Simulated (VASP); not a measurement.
# NiN2 (Pnnm) in VASP: single point with PBE

Aim: the single point of NiN2 with PBE.

Everything below comes from runs of VASP 6.6.1. Logs are shortened: lines on timing, memory, paths and dates and some standing lists are left out, and cuts for length are marked.

## (1) The cell of the first run

Symmetry: Pnnm, No. 58, orthorhombic system. The conventional cell has a = 3.752 Å, b = 4.632 Å, c = 2.866 Å, α = 90.00°, β = 90.00°, γ = 90.00°. Within 2.6 Å of Ni (site symmetry 2/m) lie 6 N at 1.99 to 2.03 Å. Within 1.7 Å of N (site symmetry m) lie 1 N at 1.27 Å.

## (2) Single point, PBE

INCAR

```
SYSTEM = NiN2
PREC = Accurate
ENCUT = 1330
EDIFF = 1E-6
ISMEAR = 0
SIGMA = 0.1
LREAL = .False.
LASPH = .True.
NELM = 120
ALGO = Normal
ISIF = 2
LWAVE = .False.
LCHARG = .False.
GGA = PE
NBANDS = 37
GGA_COMPAT = .False.
```

KPOINTS

```
Automatic mesh
0
Gamma
  4 4 6
  0 0 0
```

POSCAR

```
NiN2
1.0
    3.7521231753      0.0000000000      0.0000000000
    0.0000000000      4.6318035590      0.0000000000
    0.0000000000      0.0000000000      2.8657805175
Ni N
2 4
Direct
    0.5000000000      0.5000000000      0.5000000000
    0.0000000000      0.0000000000      0.0000000000
    0.3674578402      0.9154561392      0.5000000000
    0.8674578402      0.5845438608      0.0000000000
    0.6325421598      0.0845438608      0.5000000000
    0.1325421598      0.4154561392      0.0000000000
```

Potentials or basis: VASP PAW PBE potentials, release 64 (Ni_sv_GW, N_h).

Launch:

```sh
$ cat potpaw_PBE.64/Ni_sv_GW/POTCAR potpaw_PBE.64/N_h/POTCAR > POTCAR
$ mpirun -np 1 vasp_std > vasp.out
```

OUTCAR:

```text
SYSTEM = NiN2
   PREC = Accurate
   ENCUT = 1330
   EDIFF = 1E-6
   ISMEAR = 0
   LREAL = .False.
   LASPH = .True.
   NELM = 120
   ISIF = 2
   GGA = PE

 ion  position               nearest neighbor table
   1  0.500  0.500  0.500-   3 1.99   5 1.99   4 2.03   6 2.03   4 2.03   6 2.03
   2  0.000  0.000  0.000-   4 1.99   6 1.99   5 2.03   3 2.03   3 2.03   5 2.03
   3  0.367  0.915  0.500-   5 1.27   1 1.99   2 2.03   2 2.03
   4  0.867  0.585  0.000-   6 1.27   2 1.99   1 2.03   1 2.03
   5  0.633  0.085  0.500-   3 1.27   1 1.99   2 2.03   2 2.03
   6  0.133  0.415  0.000-   4 1.27   2 1.99   1 2.03   1 2.03

  LATTYP: Found a simple orthorhombic cell.
 ALAT       =     2.8657805175
 B/A-ratio  =     1.3092849059
 C/A-ratio  =     1.6162450441

  Lattice vectors:

 A1 = (   0.0000000000,   0.0000000000,   2.8657805175)
 A2 = (   3.7521231753,   0.0000000000,   0.0000000000)
 A3 = (   0.0000000000,   4.6318035590,   0.0000000000)

Analysis of symmetry for initial positions (statically):
=====================================================================
 Subroutine PRICEL returns:
 Original cell was already a primitive cell.

 Routine SETGRP: Setting up the symmetry group for a
 simple orthorhombic supercell.

 Subroutine GETGRP returns: Found  8 space group operations
 (whereof  4 operations were pure point group operations)
 out of a pool of  8 trial point group operations.

The static configuration has the point symmetry C_2h.
 The point group associated with its full space group is D_2h.

Analysis of symmetry for dynamics (positions and initial velocities):
=====================================================================
 Subroutine PRICEL returns:
 Original cell was already a primitive cell.

 Routine SETGRP: Setting up the symmetry group for a
 simple orthorhombic supercell.

 Subroutine GETGRP returns: Found  8 space group operations
 (whereof  4 operations were pure point group operations)
 out of a pool of  8 trial point group operations.

The dynamic configuration has the point symmetry C_2h.
 The point group associated with its full space group is D_2h.

 Subroutine INISYM returns: Found  8 space group operations
 (whereof  4 operations are pure point group operations),
 and found     1 'primitive' translations

----------------------------------------------------------------------------------------

                                     Primitive cell

  volume of cell :      49.8047

  direct lattice vectors                    reciprocal lattice vectors
     3.752123175  0.000000000  0.000000000     0.266515771  0.000000000  0.000000000
     0.000000000  4.631803559  0.000000000     0.000000000  0.215898621  0.000000000
     0.000000000  0.000000000  2.865780518     0.000000000  0.000000000  0.348945076

  length of vectors
     3.752123175  4.631803559  2.865780518     0.266515771  0.215898621  0.348945076

  position of ions in fractional coordinates (direct lattice)
     0.500000000  0.500000000  0.500000000
     0.000000000  0.000000000  0.000000000
     0.367457840  0.915456139  0.500000000
     0.867457840  0.584543861  0.000000000
     0.632542160  0.084543861  0.500000000
     0.132542160  0.415456139  0.000000000

  ion indices of the primitive-cell ions
   primitive index   ion index
                 1           1
                 2           2
                 3           3
                 4           4
                 5           5
                 6           6

----------------------------------------------------------------------------------------

 KPOINTS: Automatic mesh

Automatic generation of k-mesh.
 Grid dimensions read from file:
 generate k-points for:    4    4    6

 Generating k-lattice:

  Cartesian coordinates                     Fractional coordinates (reciprocal lattice)
     0.066628943  0.000000000  0.000000000     0.250000000  0.000000000  0.000000000
     0.000000000  0.053974655  0.000000000     0.000000000  0.250000000  0.000000000
     0.000000000  0.000000000  0.058157513     0.000000000  0.000000000  0.166666667

  Length of vectors
     0.066628943  0.053974655  0.058157513

  Shift w.r.t. Gamma in fractional coordinates (k-lattice)
     0.000000000  0.000000000  0.000000000

 Subroutine IBZKPT returns following result:
 ===========================================

 Found     36 irreducible k-points:

 Following reciprocal coordinates:
            Coordinates               Weight
  0.000000  0.000000  0.000000      1.000000
  0.250000  0.000000  0.000000      2.000000
  0.500000  0.000000  0.000000      1.000000
  0.000000  0.250000  0.000000      2.000000
  0.250000  0.250000  0.000000      4.000000
  0.500000  0.250000  0.000000      2.000000
[... 16 lines left out ...]
  0.250000  0.250000  0.333333      8.000000
  0.500000  0.250000  0.333333      4.000000
 [... further k-points ...]
   k-points           NKPTS =     36   k-points in BZ     NKDIM =     36   number of bands    NBANDS=     37
   number of dos      NEDOS =    301   number of ions     NIONS =      6
   total plane-waves  NPLWV =  96768
   dimension x,y,z NGX =    48 NGY =   56 NGZ =   36
   dimension x,y,z NGXF=    96 NGYF=  112 NGZF=   72
   ions per type =               2   4
   NGX,Y,Z   is equivalent  to a cutoff of  21.27, 20.10, 20.88 a.u.
   NGXF,Y,Z  is equivalent  to a cutoff of  42.53, 40.20, 41.77 a.u.
 SYSTEM =  NiN2
   PREC   = accura    normal or accurate (medium, high low for compatibility)
   ISTART =      0    job   : 0-new  1-cont  2-samecut
   ICHARG =      2    charge: 1-file 2-atom 10-const
   ISPIN  =      1    spin polarized calculation?
   LNONCOLLINEAR =      F non collinear calculations
   LSORBIT =      F    spin-orbit coupling
   LASPH  =      T    aspherical Exc in radial PAW
   ENCUT  = 1330.0 eV  97.75 Ry    9.89 a.u.  11.16 13.77  8.52*2*pi/ulx,y,z
   NELM   =    120;   NELMIN=  2; NELMDL= -5     # of ELM steps
   EDIFF  = 0.1E-05   stopping-criterion for ELM
   LREAL  =      F    real-space projection
   EDIFFG = 0.1E-04   stopping-criterion for IOM
   NSW    =      0    number of steps for IOM
   IBRION =     -1    ionic relax: 0-MD 1-quasi-New 2-CG
   NFREE  =      0    steps in history (QN), initial steepest desc. (CG)
   ISIF   =      2    stress and relaxation
   ISYM   =      2    0-nonsym 1-usesym 2-fastsym
   POTIM  = 0.5000    time-step for ionic-motion
   TEBEG  =    0.0;   TEEND  =   0.0 temperature during run
   PSTRESS=    0.0 pullay stress
   NELECT =      56.0000    total number of electrons
   NUPDOWN=      -1.0000    fix difference up-down
   EMIN   =  10.00;   EMAX   =-10.00  energy-range for DOS
   EFERMI =   0.00;   METHOD = LEGACY
   ISMEAR =     0;   SIGMA  =   0.10  broadening in eV -4-tet -1-fermi 0-gaus
   EFERMI_NEDOS =   21; number of points for ismear=-14 and -15
   IALGO  =     38    algorithm
   IMIX   =      4    mixing-type and parameters
     AMIX     =   0.40;   BMIX     =  1.00
     AMIX_MAG =   1.60;   BMIX_MAG =  1.00
  volume/ion in A,a.u.               =       8.30        56.02
  Fermi-wavevector in a.u.,A,eV,Ry     =   1.702345  3.216965 39.429369  2.897977
  Thomas-Fermi vector in A             =   2.782131
   LORBIT       =      0    0 simple, 1 ext, 2 COOP (PROOUT), +10 PAW based schemes
   GGA     = PE    functional components
   LHFCALC =     F    Hartree Fock is set to
   AEXX    =    0.0000 exact exchange contribution
   IVDW    =     0    specifies the selected vdW correction
   LEPSILON=     F    determine dielectric tensor
   LRPA    =     F    only Hartree local field effects (RPA)
 non-spin polarized calculation
 Gauss-broadening in eV      SIGMA  =   0.10
  energy-cutoff  :     1330.00
  volume of cell :       49.80
 maximum number of plane-waves:      5516
 NGX is ok and might be reduce to    48
   NGX = 23   NGY = 27   NGZ = 17

 number of electron      55.9999998 magnetization

 Free energy of the ion-electron system (eV)
  ---------------------------------------------------
  ext. energy  EPLUGINS =         0.00000000
  ---------------------------------------------------
  free energy    TOTEN  =       -44.76473005 eV

  energy without entropy =      -44.75328901  energy(sigma->0) =      -44.75900953

 E-fermi :   7.8863     XC(G=0): -12.8967

 val. band max:        7.8514570475   @ k =   0.2500   0.2500   0.3333
 cond. band min:       7.9211234196   @ k =   0.2500   0.2500   0.3333
 fundamental gap:      0.0696663721
 Fermi energy:         7.8863391675

 k-point     1 :       0.0000    0.0000    0.0000
  band No.  band energies     occupation
      1     -95.9560      2.00000
      2     -95.9553      2.00000
      3     -56.4404      2.00000
      4     -56.4361      2.00000
      5     -56.3447      2.00000
      6     -56.3433      2.00000
[... 29 lines left out ...]
     36      17.9917      0.00000
     37      20.7278      0.00000

 k-point     2 :       0.2500    0.0000    0.0000
  band No.  band energies     occupation
      1     -95.9559      2.00000
      2     -95.9554      2.00000
      3     -56.4398      2.00000
      4     -56.4368      2.00000
      5     -56.3447      2.00000
      6     -56.3437      2.00000
[... 29 lines left out ...]
     36      19.3102      0.00000
     37      19.5165      0.00000

 k-point     3 :       0.5000    0.0000    0.0000
  band No.  band energies     occupation
      1     -95.9556      2.00000
      2     -95.9556      2.00000
      3     -56.4383      2.00000
      4     -56.4383      2.00000
      5     -56.3445      2.00000
      6     -56.3445      2.00000
[... 29 lines left out ...]
     36      17.9975      0.00000
     37      20.4841      0.00000

 k-point     4 :       0.0000    0.2500    0.0000
  band No.  band energies     occupation
      1     -95.9559      2.00000
      2     -95.9554      2.00000
      3     -56.4397      2.00000
      4     -56.4367      2.00000
      5     -56.3445      2.00000
      6     -56.3435      2.00000
[... 29 lines left out ...]
     36      18.8902      0.00000
     37      20.9873      0.00000
[... 683 lines left out ...]
      1     -95.9546      2.00000
      2     -95.9544      2.00000
      3     -56.4372      2.00000
      4     -56.4357      2.00000
      5     -56.3426      2.00000
      6     -56.3421      2.00000
[... 29 lines left out ...]
     36      18.7555      0.00000
     37      20.3886      0.00000

 k-point    23 :       0.2500    0.2500    0.3333
  band No.  band energies     occupation
      1     -95.9546      2.00000
      2     -95.9544      2.00000
      3     -56.4371      2.00000
      4     -56.4360      2.00000
      5     -56.3428      2.00000
      6     -56.3424      2.00000
[... 29 lines left out ...]
     36      19.3734      0.00000
     37      19.9121      0.00000

 k-point    24 :       0.5000    0.2500    0.3333
  band No.  band energies     occupation
      1     -95.9545      2.00000
      2     -95.9545      2.00000
      3     -56.4366      2.00000
      4     -56.4366      2.00000
      5     -56.3428      2.00000
      6     -56.3428      2.00000
[... 29 lines left out ...]
     36      19.2173      0.00000
     37      20.1282      0.00000

 [... further k-points ...]

------------------------ aborting loop because EDIFF is reached ----------------------------------------

  FORCE on cell =-STRESS in cart. coord.  units (eV):
  Direction    XX          YY          ZZ          XY          YZ          ZX
  --------------------------------------------------------------------------------------
  -------------------------------------------------------------------------------------
  Total        0.0608489     -0.0227009      0.0459938      0.0000000      0.0000000      0.0000000
  in kB        1.9574624     -0.7302709      1.4795833      0.0000000      0.0000000      0.0000000
  external PRESSURE =       0.9022583 kB  Pullay stress =       0.0000000 kB

 VOLUME and BASIS-vectors are now :
 -----------------------------------------------------------------------------
  energy-cutoff  :     1330.00
  volume of cell :       49.80
      direct lattice vectors                 reciprocal lattice vectors
     3.752123175  0.000000000  0.000000000     0.266515771  0.000000000  0.000000000
     0.000000000  4.631803559  0.000000000     0.000000000  0.215898621  0.000000000
     0.000000000  0.000000000  2.865780518     0.000000000  0.000000000  0.348945076

 POSITION                                       TOTAL-FORCE (eV/Angst)
 -----------------------------------------------------------------------------------
      1.87606      2.31590      1.43289        -0.000000      0.000000      0.000000
      0.00000      0.00000      0.00000        -0.000000      0.000000      0.000000
      1.37875      4.24021      1.43289        -0.007790      0.006322     -0.000000
      3.25481      2.70749      0.00000        -0.007790     -0.006322     -0.000000
      2.37338      0.39159      1.43289         0.007790     -0.006322      0.000000
      0.49731      1.92431      0.00000         0.007790      0.006322      0.000000
 -----------------------------------------------------------------------------------
    total drift:                                0.000000     -0.000000     -0.000000

  FREE ENERGIE OF THE ION-ELECTRON SYSTEM (eV)
  ---------------------------------------------------
  free  energy   TOTEN  =       -44.7647300467 eV

  energy  without entropy=      -44.7532890054  energy(sigma->0) =      -44.75900953
```

Wall time 9.2 min (1 thread of AMD EPYC 7R13 (Zen 3), shared host); peak memory 0.44 GiB.

Results:

* Free energy: -44.7647 eV
* Pressure: 0.1 GPa
* Largest force: 0.010 eV/Å
* Band gap on the k mesh: zero (bands 28 and 29 overlap by 0.21 eV)

Forces on the atoms (eV/Å):
```
Ni   0.000  0.000  0.000
Ni   0.000  0.000  0.000
N   -0.008  0.006  0.000
N   -0.008 -0.006  0.000
N    0.008 -0.006  0.000
N    0.008  0.006  0.000
```

Levels at points of the mesh, in eV from the Fermi level:
| k point | band 26 | band 27 | band 28 | band 29 | band 30 | band 31 |
| --- | --- | --- | --- | --- | --- | --- |
| (0.00, 0.00, 0.00) | -1.88 | -1.85 | -1.75 | 0.88 | 3.68 | 3.84 |
| (0.50, 0.00, 0.00) | -1.74 | -0.36 | -0.36 | 1.69 | 1.69 | 2.28 |
| (0.00, 0.50, 0.00) | -1.59 | -1.02 | -1.02 | 0.85 | 0.85 | 3.52 |
| (0.50, 0.50, 0.00) | -0.19 | 0.06 | 0.06 | 0.29 | 0.29 | 1.24 |
| (0.00, 0.00, 0.50) | -1.33 | -0.22 | -0.22 | 0.21 | 0.21 | 1.49 |
| (0.50, 0.00, 0.50) | -1.88 | -1.08 | -1.08 | 1.10 | 1.10 | 3.80 |
| (0.00, 0.50, 0.50) | -1.30 | -0.39 | -0.39 | -0.14 | -0.14 | 0.22 |
| (0.50, 0.50, 0.50) | -1.45 | -1.23 | -1.23 | 1.47 | 1.47 | 2.75 |

Caveat: the k points lie up to 0.42 Å⁻¹ apart; the run has no spin polarisation, though such a crystal can be magnetic.

The gap in the log of VASP goes by the Fermi energy; the results here count the filled bands.